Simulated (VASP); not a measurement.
# TaN (R-3m) in VASP: notebook

TaN is run at these levels: PBE; tasks: single point.

Everything below comes from runs of VASP 6.6.1. Logs are shortened: lines on timing, memory, paths and dates and some standing lists are left out, and cuts for length are marked.

**1. The cell of the first run**

The structure is trigonal, space group R-3m (No. 166). The conventional cell has a = 3.157 Å, b = 3.157 Å, c = 7.192 Å, α = 90.00°, β = 90.00°, γ = 120.00°. Within 2.9 Å of Ta (site symmetry -3m) lie 6 N at 2.18 Å. N (site symmetry -3m) has 6 Ta at 2.18 Å within 2.9 Å.

**2. Single point, PBE**

INCAR reads:

```
SYSTEM = TaN
PREC = Accurate
ENCUT = 520
EDIFF = 1E-6
ISMEAR = 0
SIGMA = 0.15
LREAL = .FALSE.
LASPH = .TRUE.
NELM = 60
ALGO = Normal
ISIF = 2
LWAVE = .FALSE.
LCHARG = .FALSE.
GGA = PE
NBANDS = 15
```

KPOINTS reads:

```
regular mesh
0
G
  20 20 20
  0 0 0
```

POSCAR reads:

```
TaN
1.0
   -0.1041764838      2.1281767411      2.1281767411
    2.1281767411     -0.1041764838      2.1281767411
    2.1281767411      2.1281767411     -0.1041764838
Ta N
1 1
Direct
    0.5000000000      0.5000000000      0.5000000000
    0.0000000000      0.0000000000      0.0000000000
```

Potentials or basis: VASP PAW PBE potentials, release 64 (Ta_pv, N).

Run with:

```console
$ cat potpaw_PBE.64/Ta_pv/POTCAR potpaw_PBE.64/N/POTCAR > POTCAR
$ mpirun -np 1 vasp_std > vasp.out
```

OUTCAR:

```text
SYSTEM = TaN
   PREC = Accurate
   ENCUT = 520
   EDIFF = 1E-6
   ISMEAR = 0
   LREAL = .FALSE.
   LASPH = .TRUE.
   NELM = 60
   ISIF = 2
   GGA = PE

 ion  position               nearest neighbor table
   1  0.500  0.500  0.500-   2 2.18   2 2.18   2 2.18   2 2.18   2 2.18   2 2.18
   2  0.000  0.000  0.000-   1 2.18   1 2.18   1 2.18   1 2.18   1 2.18   1 2.18

  LATTYP: Found a trigonal (rhomboedric) cell.
 ALAT       =     3.0114988332
 COS(alpha) =     0.4505091948

  Lattice vectors:

 A1 = (  -0.1041764838,   2.1281767411,   2.1281767411)
 A2 = (   2.1281767411,  -0.1041764838,   2.1281767411)
 A3 = (   2.1281767411,   2.1281767411,  -0.1041764838)

Analysis of symmetry for initial positions (statically):
=====================================================================
 Subroutine PRICEL returns:
 Original cell was already a primitive cell.

 Routine SETGRP: Setting up the symmetry group for a
 trigonal (rhombohedral) supercell.

 Subroutine GETGRP returns: Found 12 space group operations
 (whereof 12 operations were pure point group operations)
 out of a pool of 12 trial point group operations.

The static configuration has the point symmetry D_3d.

Analysis of symmetry for dynamics (positions and initial velocities):
=====================================================================
 Subroutine PRICEL returns:
 Original cell was already a primitive cell.

 Routine SETGRP: Setting up the symmetry group for a
 trigonal (rhombohedral) supercell.

 Subroutine GETGRP returns: Found 12 space group operations
 (whereof 12 operations were pure point group operations)
 out of a pool of 12 trial point group operations.

The dynamic configuration has the point symmetry D_3d.

 Subroutine INISYM returns: Found 12 space group operations
 (whereof 12 operations are pure point group operations),
 and found     1 'primitive' translations

----------------------------------------------------------------------------------------

                                     Primitive cell

  volume of cell :      20.6920

  direct lattice vectors                    reciprocal lattice vectors
    -0.104176484  2.128176741  2.128176741    -0.218359349  0.229598433  0.229598433
     2.128176741 -0.104176484  2.128176741     0.229598433 -0.218359349  0.229598433
     2.128176741  2.128176741 -0.104176484     0.229598433  0.229598433 -0.218359349

  length of vectors
     3.011498833  3.011498833  3.011498833     0.391294884  0.391294884  0.391294884

  position of ions in fractional coordinates (direct lattice)
     0.500000000  0.500000000  0.500000000
     0.000000000  0.000000000  0.000000000

  ion indices of the primitive-cell ions
   primitive index   ion index
                 1           1
                 2           2

----------------------------------------------------------------------------------------

 KPOINTS: regular mesh

Automatic generation of k-mesh.
 Grid dimensions read from file:
 generate k-points for:   20   20   20

 Generating k-lattice:

  Cartesian coordinates                     Fractional coordinates (reciprocal lattice)
    -0.010917967  0.011479922  0.011479922     0.050000000  0.000000000  0.000000000
     0.011479922 -0.010917967  0.011479922     0.000000000  0.050000000  0.000000000
     0.011479922  0.011479922 -0.010917967     0.000000000  0.000000000  0.050000000

  Length of vectors
     0.019564744  0.019564744  0.019564744

  Shift w.r.t. Gamma in fractional coordinates (k-lattice)
     0.000000000  0.000000000  0.000000000

 Subroutine IBZKPT returns following result:
 ===========================================

 Found    781 irreducible k-points:

 Following reciprocal coordinates:
            Coordinates               Weight
  0.000000  0.000000  0.000000      1.000000
  0.050000 -0.000000 -0.000000      6.000000
  0.100000  0.000000  0.000000      6.000000
  0.150000  0.000000  0.000000      6.000000
  0.200000  0.000000  0.000000      6.000000
  0.250000  0.000000  0.000000      6.000000
[... 16 lines left out ...]
 -0.400000  0.050000 -0.000000     12.000000
 -0.350000  0.050000  0.000000     12.000000
 [... further k-points ...]
   k-points           NKPTS =    781   k-points in BZ     NKDIM =    781   number of bands    NBANDS=     15
   number of dos      NEDOS =    301   number of ions     NIONS =      2
   total plane-waves  NPLWV =  13824
   dimension x,y,z NGX =    24 NGY =   24 NGZ =   24
   dimension x,y,z NGXF=    48 NGYF=   48 NGZF=   48
   ions per type =               1   1
   NGX,Y,Z   is equivalent  to a cutoff of  13.25, 13.25, 13.25 a.u.
   NGXF,Y,Z  is equivalent  to a cutoff of  26.50, 26.50, 26.50 a.u.
 SYSTEM =  TaN
   PREC   = accura    normal or accurate (medium, high low for compatibility)
   ISTART =      0    job   : 0-new  1-cont  2-samecut
   ICHARG =      2    charge: 1-file 2-atom 10-const
   ISPIN  =      1    spin polarized calculation?
   LNONCOLLINEAR =      F non collinear calculations
   LSORBIT =      F    spin-orbit coupling
   LASPH  =      T    aspherical Exc in radial PAW
   ENCUT  =  520.0 eV  38.22 Ry    6.18 a.u.   5.60  5.60  5.60*2*pi/ulx,y,z
   NELM   =     60;   NELMIN=  2; NELMDL= -5     # of ELM steps
   EDIFF  = 0.1E-05   stopping-criterion for ELM
   LREAL  =      F    real-space projection
   EDIFFG = 0.1E-04   stopping-criterion for IOM
   NSW    =      0    number of steps for IOM
   IBRION =     -1    ionic relax: 0-MD 1-quasi-New 2-CG
   NFREE  =      0    steps in history (QN), initial steepest desc. (CG)
   ISIF   =      2    stress and relaxation
   ISYM   =      2    0-nonsym 1-usesym 2-fastsym
   POTIM  = 0.5000    time-step for ionic-motion
   TEBEG  =    0.0;   TEEND  =   0.0 temperature during run
   PSTRESS=    0.0 pullay stress
   NELECT =      16.0000    total number of electrons
   NUPDOWN=      -1.0000    fix difference up-down
   EMIN   =  10.00;   EMAX   =-10.00  energy-range for DOS
   EFERMI =   0.00;   METHOD = LEGACY
   ISMEAR =     0;   SIGMA  =   0.15  broadening in eV -4-tet -1-fermi 0-gaus
   EFERMI_NEDOS =   21; number of points for ismear=-14 and -15
   IALGO  =     38    algorithm
   IMIX   =      4    mixing-type and parameters
     AMIX     =   0.40;   BMIX     =  1.00
     AMIX_MAG =   1.60;   BMIX_MAG =  1.00
  volume/ion in A,a.u.               =      10.35        69.82
  Fermi-wavevector in a.u.,A,eV,Ry     =   1.502615  2.839530 30.719922  2.257851
  Thomas-Fermi vector in A             =   2.613832
   LORBIT       =      0    0 simple, 1 ext, 2 COOP (PROOUT), +10 PAW based schemes
   GGA     = PE    functional components
   LHFCALC =     F    Hartree Fock is set to
   AEXX    =    0.0000 exact exchange contribution
   IVDW    =     0    specifies the selected vdW correction
   LEPSILON=     F    determine dielectric tensor
   LRPA    =     F    only Hartree local field effects (RPA)
 non-spin polarized calculation
 Gauss-broadening in eV      SIGMA  =   0.15
  energy-cutoff  :      520.00
  volume of cell :       20.69
 maximum number of plane-waves:       574
   NGX = 11   NGY = 11   NGZ = 11

 number of electron      16.0000001 magnetization

 Free energy of the ion-electron system (eV)
  ---------------------------------------------------
  ext. energy  EPLUGINS =         0.00000000
  ---------------------------------------------------
  free energy    TOTEN  =       -21.75549136 eV

  energy without entropy =      -21.74608843  energy(sigma->0) =      -21.75078989

 E-fermi :   9.8060     XC(G=0): -13.5898

 val. band max:        9.7886932098   @ k =   0.4500   0.1500   0.1500
 cond. band min:       9.8232786453   @ k =  -0.3000   0.1000   0.0500
 fundamental gap:      0.0345854355
 Fermi energy:         9.8060429538

 k-point     1 :       0.0000    0.0000    0.0000
  band No.  band energies     occupation
      1     -25.9218      2.00000
      2     -25.9218      2.00000
      3     -25.7718      2.00000
      4      -9.2193      2.00000
      5       5.8602      2.00000
      6       5.8602      2.00000
      7       6.2451      2.00000
      8       7.2343      2.00000
      9       7.2343      2.00000
     10       8.3760      2.00000
     11      10.0096      0.05493
     12      10.0096      0.05493
     13      11.8039      0.00000
     14      19.3623      0.00000
     15      22.2686      0.00000

 k-point     2 :       0.0500   -0.0000   -0.0000
  band No.  band energies     occupation
      1     -25.9427      2.00000
      2     -25.9229      2.00000
      3     -25.7780      2.00000
      4      -9.1562      2.00000
      5       5.4947      2.00000
      6       5.6013      2.00000
      7       6.0075      2.00000
      8       7.3754      2.00000
      9       7.4644      2.00000
     10       8.4800      2.00000
     11      10.2589      0.00002
     12      10.2630      0.00002
     13      11.9691      0.00000
     14      19.5397      0.00000
     15      22.2685      0.00000

 k-point     3 :       0.1000    0.0000    0.0000
  band No.  band energies     occupation
      1     -26.0067      2.00000
      2     -25.9262      2.00000
      3     -25.7920      2.00000
      4      -8.9715      2.00000
      5       4.7115      2.00000
      6       5.0428      2.00000
      7       5.5099      2.00000
      8       7.6675      2.00000
      9       7.8427      2.00000
     10       8.7232      2.00000
     11      10.9116      0.00000
     12      10.9147      0.00000
     13      12.4300      0.00000
     14      20.0478      0.00000
     15      22.2682      0.00000
[... 343 lines left out ...]
 k-point    23 :      -0.4000    0.0500   -0.0000
  band No.  band energies     occupation
      1     -26.7545      2.00000
      2     -25.9823      2.00000
      3     -25.8908      2.00000
      4      -6.4028      2.00000
      5      -0.3024      2.00000
      6       2.1509      2.00000
      7       2.7655      2.00000
      8      10.5302      0.00000
      9      11.1106      0.00000
     10      11.7747      0.00000
     11      14.8564      0.00000
     12      16.6060      0.00000
     13      17.1631      0.00000
     14      21.3880      0.00000
     15      22.2910      0.00000

 k-point    24 :      -0.3500    0.0500    0.0000
  band No.  band energies     occupation
      1     -26.6691      2.00000
      2     -25.9800      2.00000
      3     -25.8787      2.00000
      4      -6.7698      2.00000
      5       0.2138      2.00000
      6       2.4008      2.00000
      7       2.9552      2.00000
      8      10.0219      0.04187
      9      10.7564      0.00000
     10      11.1405      0.00000
     11      14.9782      0.00000
     12      15.8852      0.00000
     13      16.5454      0.00000
     14      21.5547      0.00000
     15      22.2961      0.00000

 [... further k-points ...]
[... 5 lines left out ...]
  --------------------------------------------------------------------------------------
  -------------------------------------------------------------------------------------
  Total        2.0374688      2.0374688      2.0374688      0.4615521      0.4615521      0.4615521
  in kB      157.7610748    157.7610748    157.7610748     35.7379496     35.7379496     35.7379496
  external PRESSURE =     157.7610748 kB  Pullay stress =       0.0000000 kB

 VOLUME and BASIS-vectors are now :
 -----------------------------------------------------------------------------
  energy-cutoff  :      520.00
  volume of cell :       20.69
      direct lattice vectors                 reciprocal lattice vectors
    -0.104176484  2.128176741  2.128176741    -0.218359349  0.229598433  0.229598433
     2.128176741 -0.104176484  2.128176741     0.229598433 -0.218359349  0.229598433
     2.128176741  2.128176741 -0.104176484     0.229598433  0.229598433 -0.218359349

 POSITION                                       TOTAL-FORCE (eV/Angst)
 -----------------------------------------------------------------------------------
      2.07609      2.07609      2.07609         0.000000      0.000000      0.000000
      0.00000      0.00000      0.00000         0.000000     -0.000000     -0.000000
 -----------------------------------------------------------------------------------
    total drift:                                0.000000     -0.000000     -0.000000

  FREE ENERGIE OF THE ION-ELECTRON SYSTEM (eV)
  ---------------------------------------------------
  free  energy   TOTEN  =       -21.7554913578 eV

  energy  without entropy=      -21.7460884283  energy(sigma->0) =      -21.75078989
```

It took 62 s on 1 thread of Intel Xeon 6975P-C (Granite Rapids), shared host; peak memory 0.34 GiB.

Results:

```
Free energy            : -21.7555 eV
Pressure               : 15.8 GPa
Band gap on the k mesh : zero (band 8 reaches 12.22 eV, above the bottom of band 9 at 7.23 eV)
```

Caveat: spin-orbit coupling is left out, which moves the levels of the heavy elements.

[end of part 1 of 2]
